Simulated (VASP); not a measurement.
## ZrO2: single point with PBE

The system is ZrO2.

```
Zr O
1.0
     0.00000    2.55786    2.55786
     2.55786    0.00000    2.55786
     2.55786    2.55786    0.00000
Zr O
1 2
Cartesian
  0.0000 0.0000 0.0000
  3.8368 3.8368 3.8368
  1.2789 1.2789 1.2789
```

```json
{"Program": "VASP 6.6.1", "Task": "single point", "Functional": "PBE", "Potentials or basis": "VASP PAW PBE potentials, release 64 (Zr_sv, O)", "Cutoff": "600 eV", "k mesh": "8 × 8 × 8", "Occupations": "fermi-dirac, width 0.02 eV", "Spin": "no spin polarisation", "Dipole correction": "no", "Further INCAR settings": "ALGO = Normal; EDIFF = 1e-06; NBANDS = 19"}
```

- Pressure: 0.1 GPa
- Band gap on the k mesh: 3.31 eV (least direct gap 3.74 eV)

Levels at points of the mesh, in eV from the valence-band top:
| k point | band 9 | band 10 | band 11 | band 12 | band 13 | band 14 | band 15 | band 16 |
| --- | --- | --- | --- | --- | --- | --- | --- | --- |
| (0.00, 0.00, 0.00) | -5.14 | -0.53 | -0.53 | -0.53 | 3.31 | 3.31 | 6.47 | 9.19 |
| (0.50, 0.00, 0.00) | -2.50 | -2.46 | -1.63 | -1.63 | 3.94 | 3.94 | 5.95 | 8.30 |
| (0.50, 0.50, 0.00) | -3.12 | -1.49 | -1.49 | 0.00 | 3.74 | 4.66 | 5.70 | 7.15 |

Run time: 13 s on 1 thread of Intel(R) Xeon(R) 6975P-C (Granite Rapids), with other jobs on the host, peak memory 0.17 GiB.

A k mesh can miss the band edges.
